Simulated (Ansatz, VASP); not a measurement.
# One calculation of Ga2BAs3, two programs

File INCAR:

```
SYSTEM = Ga2BAs3
ALGO = Normal
EDIFF = 1E-6
EDIFFG = -0.01
ENCUT = 600
GGA = PE
IBRION = 2
ISIF = 3
ISMEAR = 0
LASPH = .TRUE.
LCHARG = .FALSE.
LREAL = .FALSE.
LWAVE = .FALSE.
NELM = 80
NSW = 100
PREC = Accurate
SIGMA = 0.1
```

Contents of KPOINTS:

```
k-points
0
G
  12 12 6
  0 0 0
```

The input POSCAR:

```
Ga2BAs3
1.0
    5.3979536846      0.0000000000      0.0000000000
   -2.6989768423      4.6747650193      0.0000000000
    0.0000000000      0.0000000000      6.5072838490
Ga B As
2 1 3
Direct
    0.0000000000      0.0000000000      0.8072070216
    0.0000000000      0.0000000000      0.1927929784
    0.0000000000      0.0000000000      0.5000000000
    0.5000000000      0.0000000000      0.5000000000
    0.0000000000      0.5000000000      0.5000000000
    0.5000000000      0.5000000000      0.5000000000
```

Input for Ansatz:

```yaml
crystal:
  lattice:
    - [5.3979536846, 0.0, 0.0]
    - [-2.6989768423, 4.6747650193, 0.0]
    - [0.0, 0.0, 6.507283849]
  atoms:
    - { symbol: Ga, position: [0.0, 0.0, 0.8072070216] }
    - { symbol: Ga, position: [0.0, 0.0, 0.1927929784] }
    - { symbol: B, position: [0.0, 0.0, 0.5] }
    - { symbol: As, position: [0.5, 0.0, 0.5] }
    - { symbol: As, position: [0.0, 0.5, 0.5] }
    - { symbol: As, position: [0.5, 0.5, 0.5] }
basis:
  ecutwfc: 420
kpoints:
  mp_grid: { grid: [12, 12, 6] }
hamiltonian:
  xc: pbe
scf:
  occupations: { method: gaussian, width: 0.1 }
output:
  forces: true
  stress: true
  eigenvalues: true
  write_density: true
  write_potential: true
  elf: true
  volumetric_format: npy
relax:
  adjacent_minimum: "off"
  f_tol: 0.01
  max_steps: 80
  cell: { stress_tol: 0.05 }
```

Alike in both runs: task relaxation of cell and atoms; functional PBE; k mesh 12 × 12 × 6; occupations gaussian, width 0.1 eV; no spin polarisation.

```csv
,VASP,Ansatz
version,VASP 6.6.1,Ansatz 0.2.0
potentials or method,"VASP PAW PBE potentials, release 64 (Ga_d, B, As), cutoff 600 eV","scalar-relativistic, plane waves, PAW"
valence electrons in the cell,44,74
```

Ansatz gave:

| Item | Value |
| --- | --- |
| gap on the k mesh at the Fermi level, each at its own relaxed structure (eV) | none |
| relaxed volume (Å³/atom) | 26.84 |
| relaxed length of the cell vector where the two differ most in proportion (Å) | 5.459 |

What did VASP give for the same quantities?

gap on the k mesh at the Fermi level, each at its own relaxed structure (eV): none; relaxed volume (Å³/atom): 26.86; relaxed length of the cell vector where the two differ most in proportion (Å): 5.462.

A gap of «none» marks a metal or a gap that the smearing closes. VASP's potentials hold 44 valence electrons a cell and Ansatz's 74, so a difference there can come from the potentials and not from the codes.
